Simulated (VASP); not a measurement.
The system is HfO2.

```
Hf O
1.0
     4.83830    0.00000    0.00000
     0.00000    4.83830    0.00000
     0.00000    0.00000    3.21999
Hf O
2 4
Direct
  0.50000 0.50000 0.50000
  0.00000 0.00000 0.00000
  0.19495 0.80505 0.50000
  0.80505 0.19495 0.50000
  0.30505 0.30505 0.00000
  0.69495 0.69495 0.00000
```

Base run:

| Item | Value |
| --- | --- |
| Program | VASP 6.6.1 |
| Functional | PBE |
| Potentials or basis | VASP PAW PBE potentials, release 64 (Hf_pv, O) |
| Cutoff | 520 eV |
| k mesh | 6 × 6 × 8 |
| Occupations | fermi-dirac, width 0.02 eV |
| Spin | no spin polarisation |

Its results: band gap on the k mesh 3.92 eV; pressure 2.1 GPa; largest force 0.015 eV/Å.

Task: The run is repeated on the same cell with these changes: functional from PBE to r2SCAN; occupations from fermi-dirac, width 0.02 eV to gaussian, width 0.01 eV. What comes out?

Result: Band gap on the k mesh 4.47 eV; pressure -3.2 GPa; largest force 0.056 eV/Å.

Caveats: spin-orbit coupling is left out, which moves the levels of the heavy elements; the cell stands under tension (at least some runs); the PAW data sets were made with another functional, which shifts forces and pressure a little (at least some runs).

A k mesh can miss the band edges.
